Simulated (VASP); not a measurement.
# BP (F-43m) in VASP: further runs

The runs below take BP through single point, relaxation of cell and atoms, with r2SCAN, PBE.

Program: VASP 6.6.1. These are calculated values, not measurements. Logs are shortened: lines on timing, memory, paths and dates and some standing lists are left out, and cuts for length are marked.

### Step 1. The cell of the first run

Symmetry: F-43m, No. 216, cubic system. The conventional cell has a = 4.566 Å, b = 4.566 Å, c = 4.566 Å, α = 90.00°, β = 90.00°, γ = 90.00°. B (site symmetry -43m) has 4 P at 1.98 Å within 2.6 Å. P (site symmetry -43m) has 4 B at 1.98 Å within 2.6 Å.

### Step 2. Single point, r2SCAN

Input file POSCAR:

```
BP
1.0
    0.0000000000      2.2832045400      2.2832045400
    2.2832045400      0.0000000000      2.2832045400
    2.2832045400      2.2832045400      0.0000000000
B P
1 1
Direct
    0.0000000000      0.0000000000      0.0000000000
    0.2500000000      0.2500000000      0.2500000000
```

Input file INCAR.step1:

```
ALGO = Normal
EDIFF = 1E-4
ENCUT = 520
GGA = PE
ISMEAR = -1
LASPH = True
LCHARG = False
LREAL = False
LWAVE = True
NBANDS = 11
NELM = 60
PREC = Accurate
SIGMA = 0.02
```

Input file INCAR.step2:

```
ALGO = Normal
EDIFF = 1E-6
ENCUT = 520
ISIF = 2
ISMEAR = -1
ISTART = 1
LASPH = True
LCHARG = False
LMIXTAU = True
LREAL = False
LWAVE = False
METAGGA = R2SCAN
NBANDS = 11
NELM = 60
PREC = Accurate
SIGMA = 0.02
```

Input file KPOINTS:

```
k-points
0
Gamma
  10 10 10
```

Potentials or basis: VASP PAW PBE potentials, release 64 (B, P).

Run with:

```sh
cat potpaw_PBE.64/B/POTCAR potpaw_PBE.64/P/POTCAR > POTCAR
cp INCAR.step1 INCAR
mpirun -np 1 vasp_std > vasp.out
cp INCAR.step2 INCAR
mpirun -np 1 vasp_std > vasp.out
```

OUTCAR:

```text
EDIFF = 1E-6
   ENCUT = 520
   ISIF = 2
   ISMEAR = -1
   ISTART = 1
   LASPH = True
   LREAL = False
   METAGGA = R2SCAN
   NELM = 60
   PREC = Accurate

 ion  position               nearest neighbor table
   1  0.000  0.000  0.000-   2 1.98   2 1.98   2 1.98   2 1.98
   2  0.250  0.250  0.250-   1 1.98   1 1.98   1 1.98   1 1.98

  LATTYP: Found a face centered cubic cell.
 ALAT       =     4.5664090800

  Lattice vectors:

 A1 = (   0.0000000000,   2.2832045400,   2.2832045400)
 A2 = (   2.2832045400,   0.0000000000,   2.2832045400)
 A3 = (   2.2832045400,   2.2832045400,   0.0000000000)

Analysis of symmetry for initial positions (statically):
=====================================================================
 Subroutine PRICEL returns:
 Original cell was already a primitive cell.

 Routine SETGRP: Setting up the symmetry group for a
 face centered cubic supercell.

 Subroutine GETGRP returns: Found 24 space group operations
 (whereof 24 operations were pure point group operations)
 out of a pool of 48 trial point group operations.

The static configuration has the point symmetry T_d .

Analysis of symmetry for dynamics (positions and initial velocities):
=====================================================================
 Subroutine PRICEL returns:
 Original cell was already a primitive cell.

 Routine SETGRP: Setting up the symmetry group for a
 face centered cubic supercell.

 Subroutine GETGRP returns: Found 24 space group operations
 (whereof 24 operations were pure point group operations)
 out of a pool of 48 trial point group operations.

The dynamic configuration has the point symmetry T_d .

 Subroutine INISYM returns: Found 24 space group operations
 (whereof 24 operations are pure point group operations),
 and found     1 'primitive' translations

----------------------------------------------------------------------------------------

                                     Primitive cell

  volume of cell :      23.8048

  direct lattice vectors                    reciprocal lattice vectors
     0.000000000  2.283204540  2.283204540    -0.218990455  0.218990455  0.218990455
     2.283204540  0.000000000  2.283204540     0.218990455 -0.218990455  0.218990455
     2.283204540  2.283204540  0.000000000     0.218990455  0.218990455 -0.218990455

  length of vectors
     3.228938826  3.228938826  3.228938826     0.379302594  0.379302594  0.379302594

  position of ions in fractional coordinates (direct lattice)
     0.000000000  0.000000000  0.000000000
     0.250000000  0.250000000  0.250000000

  ion indices of the primitive-cell ions
   primitive index   ion index
                 1           1
                 2           2

----------------------------------------------------------------------------------------

 KPOINTS: k-points

Automatic generation of k-mesh.
 Grid dimensions read from file:
 generate k-points for:   10   10   10

 Generating k-lattice:

  Cartesian coordinates                     Fractional coordinates (reciprocal lattice)
    -0.021899045  0.021899045  0.021899045     0.100000000  0.000000000  0.000000000
     0.021899045 -0.021899045  0.021899045     0.000000000  0.100000000  0.000000000
     0.021899045  0.021899045 -0.021899045     0.000000000  0.000000000  0.100000000

  Length of vectors
     0.037930259  0.037930259  0.037930259

  Shift w.r.t. Gamma in fractional coordinates (k-lattice)
     0.000000000  0.000000000  0.000000000

 Subroutine IBZKPT returns following result:
 ===========================================

 Found     47 irreducible k-points:

 Following reciprocal coordinates:
            Coordinates               Weight
  0.000000  0.000000  0.000000      1.000000
  0.100000  0.000000  0.000000      8.000000
  0.200000  0.000000  0.000000      8.000000
  0.300000  0.000000  0.000000      8.000000
  0.400000  0.000000  0.000000      8.000000
  0.500000  0.000000  0.000000      4.000000
[... 16 lines left out ...]
  0.300000  0.300000  0.000000      6.000000
  0.400000  0.300000  0.000000     24.000000
 [... further k-points ...]
   k-points           NKPTS =     47   k-points in BZ     NKDIM =     47   number of bands    NBANDS=     11
   number of dos      NEDOS =    301   number of ions     NIONS =      2
   total plane-waves  NPLWV =  13824
   dimension x,y,z NGX =    24 NGY =   24 NGZ =   24
   dimension x,y,z NGXF=    48 NGYF=   48 NGZF=   48
   ions per type =               1   1
   NGX,Y,Z   is equivalent  to a cutoff of  12.36, 12.36, 12.36 a.u.
   NGXF,Y,Z  is equivalent  to a cutoff of  24.71, 24.71, 24.71 a.u.
 SYSTEM =  unknown system
   PREC   = accura    normal or accurate (medium, high low for compatibility)
   ISTART =      1    job   : 0-new  1-cont  2-samecut
   ICHARG =      0    charge: 1-file 2-atom 10-const
   ISPIN  =      1    spin polarized calculation?
   LNONCOLLINEAR =      F non collinear calculations
   LSORBIT =      F    spin-orbit coupling
   LASPH  =      T    aspherical Exc in radial PAW
   ENCUT  =  520.0 eV  38.22 Ry    6.18 a.u.   6.00  6.00  6.00*2*pi/ulx,y,z
   NELM   =     60;   NELMIN=  2; NELMDL=  0     # of ELM steps
   EDIFF  = 0.1E-05   stopping-criterion for ELM
   LREAL  =      F    real-space projection
   EDIFFG = 0.1E-04   stopping-criterion for IOM
   NSW    =      0    number of steps for IOM
   IBRION =     -1    ionic relax: 0-MD 1-quasi-New 2-CG
   NFREE  =      0    steps in history (QN), initial steepest desc. (CG)
   ISIF   =      2    stress and relaxation
   ISYM   =      2    0-nonsym 1-usesym 2-fastsym
   POTIM  = 0.5000    time-step for ionic-motion
   TEBEG  =    0.0;   TEEND  =   0.0 temperature during run
   PSTRESS=    0.0 pullay stress
   NELECT =       8.0000    total number of electrons
   NUPDOWN=      -1.0000    fix difference up-down
   EMIN   =  10.00;   EMAX   =-10.00  energy-range for DOS
   EFERMI =   0.00;   METHOD = LEGACY
   ISMEAR =    -1;   SIGMA  =   0.02  broadening in eV -4-tet -1-fermi 0-gaus
   EFERMI_NEDOS =   21; number of points for ismear=-14 and -15
   IALGO  =     38    algorithm
   IMIX   =      4    mixing-type and parameters
     AMIX     =   0.40;   BMIX     =  1.00
     AMIX_MAG =   1.60;   BMIX_MAG =  1.00
  volume/ion in A,a.u.               =      11.90        80.32
  Fermi-wavevector in a.u.,A,eV,Ry     =   1.138195  2.150877 17.626183  1.295488
  Thomas-Fermi vector in A             =   2.274900
   LORBIT       =      0    0 simple, 1 ext, 2 COOP (PROOUT), +10 PAW based schemes
   METAGGA = R2SCAN    functional components
   LHFCALC =     F    Hartree Fock is set to
   AEXX    =    0.0000 exact exchange contribution
   IVDW    =     0    specifies the selected vdW correction
   LEPSILON=     F    determine dielectric tensor
   LRPA    =     F    only Hartree local field effects (RPA)
 non-spin polarized calculation
  energy-cutoff  :      520.00
  volume of cell :       23.80
 maximum number of plane-waves:       656
   NGX = 13   NGY = 13   NGZ = 13

 number of electron       7.9999999 magnetization

 Free energy of the ion-electron system (eV)
  ---------------------------------------------------
  ext. energy  EPLUGINS =         0.00000000
  ---------------------------------------------------
  free energy    TOTEN  =       -17.30545553 eV

  energy without entropy =      -17.30545553  energy(sigma->0) =      -17.30545553

 E-fermi :   7.6459     XC(G=0): -11.4163

 val. band max:        7.1670892092   @ k =   0.0000   0.0000   0.0000
 cond. band min:       8.6384851641   @ k =   0.4000   0.4000   0.0000
 fundamental gap:      1.4713959550
 Fermi energy:         7.6459443071

 k-point     1 :       0.0000    0.0000    0.0000
  band No.  band energies     occupation
      1      -8.9201      2.00000
      2       7.1671      2.00000
      3       7.1671      2.00000
      4       7.1671      2.00000
      5      10.7800      0.00000
      6      10.7800      0.00000
      7      10.7800      0.00000
      8      14.8785      0.00000
      9      19.4313      0.00000
     10      19.7625      0.00000
     11      19.7625      0.00000

 k-point     2 :       0.1000    0.0000    0.0000
  band No.  band energies     occupation
      1      -8.7336      2.00000
      2       5.8107      2.00000
      3       6.8606      2.00000
      4       6.8606      2.00000
      5      11.2070      0.00000
      6      11.2070      0.00000
      7      11.2503      0.00000
      8      15.4394      0.00000
      9      19.0995      0.00000
     10      19.0995      0.00000
     11      20.0124      0.00000

 k-point     3 :       0.2000    0.0000    0.0000
  band No.  band energies     occupation
      1      -8.1816      2.00000
      2       3.3757      2.00000
      3       6.2764      2.00000
      4       6.2764      2.00000
      5      11.4636      0.00000
      6      11.9660      0.00000
      7      11.9660      0.00000
      8      16.7434      0.00000
      9      18.5079      0.00000
     10      18.5079      0.00000
     11      20.8686      0.00000

 k-point     4 :       0.3000    0.0000    0.0000
  band No.  band energies     occupation
      1      -7.2962      2.00000
      2       0.9278      2.00000
      3       5.7632      2.00000
      4       5.7632      2.00000
      5      11.3616      0.00000
      6      12.3231      0.00000
      7      12.3231      0.00000
      8      17.8070      0.00000
      9      19.1239      0.00000
     10      19.1239      0.00000
     11      21.0722      0.00000
[... 239 lines left out ...]
 k-point    22 :      -0.2000    0.2000    0.0000
  band No.  band energies     occupation
      1      -6.9940      2.00000
      2       1.6734      2.00000
      3       2.8675      2.00000
      4       5.8638      2.00000
      5      11.9619      0.00000
      6      12.8033      0.00000
      7      13.9112      0.00000
      8      16.0102      0.00000
      9      17.1343      0.00000
     10      21.5656      0.00000
     11      23.7476      0.00000

 k-point    23 :       0.3000    0.3000    0.0000
  band No.  band energies     occupation
      1      -6.7297      2.00000
      2       2.0711      2.00000
      3       3.8233      2.00000
      4       3.8233      2.00000
      5       8.9193      0.00000
      6      11.4245      0.00000
      7      16.5367      0.00000
      8      16.5367      0.00000
      9      20.9014      0.00000
     10      22.1304      0.00000
     11      24.5628      0.00000

 k-point    24 :       0.4000    0.3000    0.0000
  band No.  band energies     occupation
      1      -5.8748      2.00000
      2       0.6868      2.00000
      3       2.9826      2.00000
      4       3.5160      2.00000
      5       9.2218      0.00000
      6      11.1200      0.00000
      7      17.1815      0.00000
      8      17.1960      0.00000
      9      21.9746      0.00000
     10      23.0883      0.00000
     11      25.0326      0.00000

 [... further k-points ...]
[... 5 lines left out ...]
  --------------------------------------------------------------------------------------
  -------------------------------------------------------------------------------------
  Total       -0.5503921     -0.5503921     -0.5503921      0.0000000      0.0000000      0.0000000
  in kB      -37.0440390    -37.0440390    -37.0440390      0.0000000      0.0000000      0.0000000
  external PRESSURE =     -37.0440390 kB  Pullay stress =       0.0000000 kB

 VOLUME and BASIS-vectors are now :
 -----------------------------------------------------------------------------
  energy-cutoff  :      520.00
  volume of cell :       23.80
      direct lattice vectors                 reciprocal lattice vectors
     0.000000000  2.283204540  2.283204540    -0.218990455  0.218990455  0.218990455
     2.283204540  0.000000000  2.283204540     0.218990455 -0.218990455  0.218990455
     2.283204540  2.283204540  0.000000000     0.218990455  0.218990455 -0.218990455

 POSITION                                       TOTAL-FORCE (eV/Angst)
 -----------------------------------------------------------------------------------
      0.00000      0.00000      0.00000        -0.000000     -0.000000      0.000000
      1.14160      1.14160      1.14160         0.000000      0.000000     -0.000000
 -----------------------------------------------------------------------------------
    total drift:                                0.000000      0.000000      0.000000

  FREE ENERGIE OF THE ION-ELECTRON SYSTEM (eV)
  ---------------------------------------------------
  free  energy   TOTEN  =       -17.3054555332 eV

  energy  without entropy=      -17.3054555332  energy(sigma->0) =      -17.30545553
```

Wall time 40 s (1 thread of AMD EPYC 7R43 (Zen 3), shared host); peak memory 0.11 GiB.

Results:

* Free energy: -17.3055 eV
* Pressure: -3.7 GPa
* Band gap on the k mesh: 1.47 eV, indirect (least direct gap 3.61 eV)

Caveat: the PAW data sets were made with another functional, which shifts forces and pressure a little. r2SCAN opens gaps a little over a GGA but as a rule still falls short of measured ones.

### Step 3. Single point, r2SCAN

This run uses another cell than the first one, of 12.14 Å³/atom, 1.020 times its volume.

Input file POSCAR:

```
BP
1.0
    0.0000000000      2.2980309600      2.2980309600
    2.2980309600      0.0000000000      2.2980309600
    2.2980309600      2.2980309600      0.0000000000
B P
1 1
Direct
    0.0000000000      0.0000000000      0.0000000000
    0.2500000000      0.2500000000      0.2500000000
```

Input file INCAR.step1:

```
PREC = Accurate ; ENCUT = 520
ISMEAR = -1 ; SIGMA = 0.02
LREAL = False ; LASPH = True
NELM = 100 ; NBANDS = 11
GGA = PE ; ALGO = Normal
EDIFF = 1E-4 ; LWAVE = True
LCHARG = False
```

Input file INCAR.step2:

```
PREC = Accurate ; ENCUT = 520
EDIFF = 1E-7 ; ISMEAR = -1
SIGMA = 0.02 ; LREAL = False
LASPH = True ; NELM = 100
ALGO = Normal ; ISIF = 2
LWAVE = False ; LCHARG = False
METAGGA = R2SCAN ; LMIXTAU = True
NBANDS = 11 ; ISTART = 1
```

Input file KPOINTS:

```
Automatic mesh
0
Gamma
  10 10 10
```

Potentials or basis: VASP PAW PBE potentials, release 64 (B, P).

Run with:

```sh
cat potpaw_PBE.64/B/POTCAR potpaw_PBE.64/P/POTCAR > POTCAR
cp INCAR.step1 INCAR
mpirun -np 1 vasp_std > vasp.out
cp INCAR.step2 INCAR
mpirun -np 1 vasp_std > vasp.out
```

It took 50 s on 1 thread of AMD EPYC 7R43 (Zen 3), shared host; peak memory 0.11 GiB.

It converged, with:

```yaml
Free_energy: -17.2907 eV
Pressure: -6.6 GPa
Band_gap_on_the_k_mesh: 1.50 eV, indirect (least direct gap 3.59 eV)
```

Levels at points of the mesh, in eV from the valence-band top:
```tsv
k point	band 1	band 2	band 3	band 4	band 5	band 6	band 7	band 8
(0.00, 0.00, 0.00)	-15.91	0.00	0.00	0.00	3.59	3.59	3.59	7.41
(0.50, 0.00, 0.00)	-12.57	-9.22	-1.82	-1.82	3.90	5.01	5.01	10.77
(0.50, 0.50, 0.00)	-10.96	-8.92	-4.20	-4.20	1.61	1.94	12.69	12.69
```

Caveat: the PAW data sets were made with another functional, which shifts forces and pressure a little.

### Step 4. Single point, r2SCAN

This run uses another cell than the first one, of 12.37 Å³/atom, 1.039 times its volume.

Input file POSCAR:

```
BP
1.0
    0.0000000000      2.3126685000      2.3126685000
    2.3126685000      0.0000000000      2.3126685000
    2.3126685000      2.3126685000      0.0000000000
B P
1 1
Direct
    0.0000000000      0.0000000000      0.0000000000
    0.2500000000      0.2500000000      0.2500000000
```

Input file INCAR.step1:

```
SYSTEM = BP
ALGO = Normal
EDIFF = 1E-4
ENCUT = 520
GGA = PE
ISMEAR = -1
LASPH = .TRUE.
LCHARG = .FALSE.
LREAL = .FALSE.
LWAVE = .TRUE.
NBANDS = 11
NELM = 80
PREC = Accurate
SIGMA = 0.02
```

Input file INCAR.step2:

```
SYSTEM = BP
ALGO = Normal
EDIFF = 1E-6
ENCUT = 520
ISIF = 2
ISMEAR = -1
ISTART = 1
LASPH = .TRUE.
LCHARG = .FALSE.
LMIXTAU = .TRUE.
LREAL = .FALSE.
LWAVE = .FALSE.
METAGGA = R2SCAN
NBANDS = 11
NELM = 80
PREC = Accurate
SIGMA = 0.02
```

Input file KPOINTS:

```
k-points
0
G
  10 10 10
  0 0 0
```

Run with:

```sh
cat potpaw_PBE.64/B/POTCAR potpaw_PBE.64/P/POTCAR > POTCAR
cp INCAR.step1 INCAR
mpirun -np 1 vasp_std > vasp.out
cp INCAR.step2 INCAR
mpirun -np 1 vasp_std > vasp.out
```

Run time: 41 s. Hardware: 1 thread of AMD EPYC 7R43 (Zen 3), shared host; peak memory 0.11 GiB.

It converged, with:

- Free energy: -17.2678 eV
- Pressure: -9.3 GPa
- Band gap on the k mesh: 1.52 eV, indirect (least direct gap 3.56 eV)

Levels at points of the mesh, in eV from the valence-band top:
| k point | band 1 | band 2 | band 3 | band 4 | band 5 | band 6 | band 7 | band 8 |
| --- | --- | --- | --- | --- | --- | --- | --- | --- |
| (0.00, 0.00, 0.00) | -15.74 | 0.00 | 0.00 | 0.00 | 3.56 | 3.56 | 3.56 | 7.11 |
| (0.50, 0.00, 0.00) | -12.47 | -9.09 | -1.79 | -1.79 | 3.78 | 4.99 | 4.99 | 10.70 |
| (0.50, 0.50, 0.00) | -10.89 | -8.82 | -4.13 | -4.13 | 1.65 | 1.96 | 12.50 | 12.50 |

Caveat: the PAW data sets were made with another functional, which shifts forces and pressure a little.

### Step 5. Relaxation of cell and atoms, PBE

This run uses another cell than the first one, of 11.68 Å³/atom, 0.981 times its volume.

Input file INCAR:

```
SYSTEM = BP
PREC = Accurate
ENCUT = 600
EDIFF = 1E-6
ISMEAR = -1
SIGMA = 0.02
LREAL = .False.
LASPH = .True.
NELM = 80
ALGO = Normal
ISIF = 3
LWAVE = .False.
LCHARG = .False.
GGA = PE
IBRION = 2
NSW = 80
EDIFFG = -0.01
```

Input file KPOINTS:

```
regular mesh
0
Gamma
  10 10 10
  0 0 0
```

Input file POSCAR:

```
BP
1.0
    0.0000000000      2.2690000000      2.2690000000
    2.2690000000      0.0000000000      2.2690000000
    2.2690000000      2.2690000000      0.0000000000
B P
1 1
Direct
    0.0000000000      0.0000000000      0.0000000000
    0.2500000000      0.2500000000      0.2500000000
```

Run with:

```sh
cat potpaw_PBE.64/B/POTCAR potpaw_PBE.64/P/POTCAR > POTCAR
mpirun -np 1 vasp_std > vasp.out
```

Wall time 20 s (1 thread of AMD EPYC 7R43 (Zen 3), shared host); peak memory 0.12 GiB.

The run converged. Its results:

- Free energy: -12.9324 eV
- Relaxed volume: 11.75 Å³/atom
- Relaxed cell: a = 3.215 Å, b = 3.215 Å, c = 3.215 Å, α = 60.00°, β = 60.00°, γ = 60.00°
- Space group after relaxing (to 0.05 Å): F-43m (No. 216)
- Energy gained by relaxing: 0.2 meV/atom
- Ionic steps: 3
- Pressure after relaxing: 0.0 GPa
- Band gap on the k mesh: 1.25 eV, indirect (least direct gap 3.39 eV)

The path:
| step | energy change (eV) | largest force (eV/Å) | pressure (GPa) | volume (Å³) |
| --- | --- | --- | --- | --- |
| 1 | 0.0000 | 0.0000 | 0.90 | 23.36 |
| 2 | -0.0002 | 0.0000 | -0.63 | 23.58 |
| 3 | -0.0004 | 0.0000 | 0.01 | 23.49 |

Final structure:
```yaml
crystal:
  lattice:
    - [0.00000, 2.27313, 2.27313]
    - [2.27313, 0.00000, 2.27313]
    - [2.27313, 2.27313, 0.00000]
  atoms:
    - { symbol: B, position: [0.00000, 0.00000, 0.00000] }
    - { symbol: P, position: [0.25000, 0.25000, 0.25000] }
```

Levels at points of the mesh, in eV from the valence-band top:
```
           k point  band 1  band 2  band 3  band 4  band 5  band 6  band 7  band 8
(0.00, 0.00, 0.00)  -15.41    0.00    0.00    0.00    3.39    3.39    3.39    7.29
(0.50, 0.00, 0.00)  -12.11   -8.99   -1.75   -1.75    3.75    4.71    4.71   10.11
(0.50, 0.50, 0.00)  -10.59   -8.55   -4.09   -4.09    1.34    1.66   12.07   12.07
```

A k mesh can miss the band edges. PBE usually gives volumes a little too large and moduli too small.

### Step 6. Overview

```csv
task,level,cell,cutoff (eV),gap on the mesh (eV),pressure (GPa)
single point,r2SCAN,"a = 3.229 Å, angles 60.0°, 2 atoms",520,1.47,-3.7
single point,r2SCAN,"a = 3.250 Å, angles 60.0°, 2 atoms",520,1.50,-6.6
single point,r2SCAN,"a = 3.271 Å, angles 60.0°, 2 atoms",520,1.52,-9.3
relaxation of cell and atoms,PBE,"relaxed from a = 3.209 Å, angles 60.0°, 2 atoms",600,1.25,0.0
```

Alike in all rows: potentials or basis VASP PAW PBE potentials, release 64 (B, P); no spin polarisation; k mesh 10 × 10 × 10; smearing fermi-dirac 0.02 eV.

Caveats: the PAW data sets were made with another functional, which shifts forces and pressure a little (some runs).

Total energies depend on the potentials used, so only differences within one code and one set of settings carry meaning.
